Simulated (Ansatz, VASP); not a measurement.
One calculation of CdSe, two programs

INCAR

```
SYSTEM = CdSe
ALGO = Normal ; EDIFF = 1E-6
ENCUT = 500 ; GGA = PS
GGA_COMPAT = .FALSE. ; ISIF = 2
ISMEAR = 0 ; LASPH = .TRUE.
LCHARG = .FALSE. ; LREAL = .FALSE.
LWAVE = .FALSE. ; NBANDS = 16
NELM = 120 ; PREC = Accurate
SIGMA = 0.01
```

Contents of KPOINTS:

```
k-points
0
G
  8 8 8
  0 0 0
```

POSCAR

```
CdSe
1.0
    0.0000000000      3.0106624250      3.0106624250
    3.0106624250      0.0000000000      3.0106624250
    3.0106624250      3.0106624250      0.0000000000
Cd Se
1 1
Direct
    0.0000000000      0.0000000000      0.0000000000
    0.2500000000      0.2500000000      0.2500000000
```

Input for Ansatz:

```yaml
crystal:
  lattice:
    - [0.0, 3.010662425, 3.010662425]
    - [3.010662425, 0.0, 3.010662425]
    - [3.010662425, 3.010662425, 0.0]
  atoms:
    - { symbol: Cd, position: [0.0, 0.0, 0.0] }
    - { symbol: Se, position: [0.25, 0.25, 0.25] }
basis:
  ecutwfc: 600.0
kpoints:
  mp_grid: { grid: [8, 8, 8] }
  band_path:
    path:
      - [0.0, 0.0, 0.0]
      - [0.0, 0.0, 0.0]
      - [0.0, 0.0, 0.0]
      - [0.0, 0.0, 0.0]
      - [0.0, 0.0, 0.0]
      - [0.0, 0.0, 0.0]
      - [0.0, 0.0, 0.0]
      - [0.0, 0.0, 0.0]
      - [0.0, 0.0, 0.0]
      - [0.0, 0.0, 0.0]
      - [0.0, 0.0, 0.0]
      - [0.0, 0.0, 0.0]
      - [0.0, 0.0, 0.0]
      - [0.0, 0.0, 0.0]
      - [0.0, 0.0, 0.0]
      - [0.0, 0.0, 0.0]
      - [0.0, 0.0, 0.0]
      - [0.0, 0.0, 0.0]
      - [0.0, 0.0, 0.0]
      - [0.0, 0.0, 0.0]
      - [0.0, 0.0, 0.0]
      - [0.0, 0.0, 0.0]
      - [0.0, 0.0, 0.0]
      - [0.0, 0.0, 0.0]
      - [0.0, 0.0, 0.0]
      - [0.0, 0.0, 0.0]
      - [0.3, 0.3, 0.0]
      - [0.3166666667, 0.3166666667, 0.0]
      - [0.3333333333, 0.3333333333, 0.0]
      - [0.35, 0.35, 0.0]
      - [0.3666666667, 0.3666666667, 0.0]
      - [0.3833333333, 0.3833333333, 0.0]
      - [0.4, 0.4, 0.0]
      - [0.4166666667, 0.4166666667, 0.0]
      - [0.4333333333, 0.4333333333, 0.0]
      - [0.45, 0.45, 0.0]
      - [0.4666666667, 0.4666666667, 0.0]
      - [0.4833333333, 0.4833333333, 0.0]
      - [0.5, 0.5, 0.0]
      - [0.5, 0.5, 0.5]
      - [0.5, 0.5, 0.5]
      - [0.5, 0.5, 0.5]
      - [0.5, 0.5, 0.5]
      - [0.5, 0.5, 0.5]
      - [0.5, 0.5, 0.5]
      - [0.5, 0.5, 0.5]
      - [0.5, 0.5, 0.5]
      - [0.5, 0.5, 0.5]
      - [0.5, 0.5, 0.5]
      - [0.5, 0.5, 0.5]
      - [0.5, 0.5, 0.5]
      - [0.5, 0.5, 0.5]
    npoints: 1
hamiltonian:
  xc: pbesol
  pseudopotentials: { kind: paw, azcp: { folder: soft_1 } }
scf:
  occupations: { method: fixed }
  n_extra_bands: 5
output:
  eigenvalues: true
```

Alike in both runs: task single point; functional PBEsol; k mesh 8 × 8 × 8; no spin polarisation.

```csv
,VASP,Ansatz
version,VASP 6.6.1,Ansatz 0.2.0
potentials or method,"VASP PAW PBE potentials, release 64 (Cd, Se), cutoff 500 eV","scalar-relativistic, plane waves, PAW"
occupations,"gaussian, width 0.01 eV",fixed
valence electrons in the cell,18,36
```

|  | VASP | Ansatz | Ansatz less VASP |
| --- | --- | --- | --- |
| gap on the k mesh at the Fermi level (eV) | 0.54 | 0.54 | -0.004 |
| least direct gap on the mesh (eV) | 0.54 | 0.54 | -0.004 |

VASP's potentials were made for PBE, not for PBEsol, and Ansatz warns of the same on its side. VASP's potentials hold 18 valence electrons a cell and Ansatz's 36, so a difference there can come from the potentials and not from the codes.
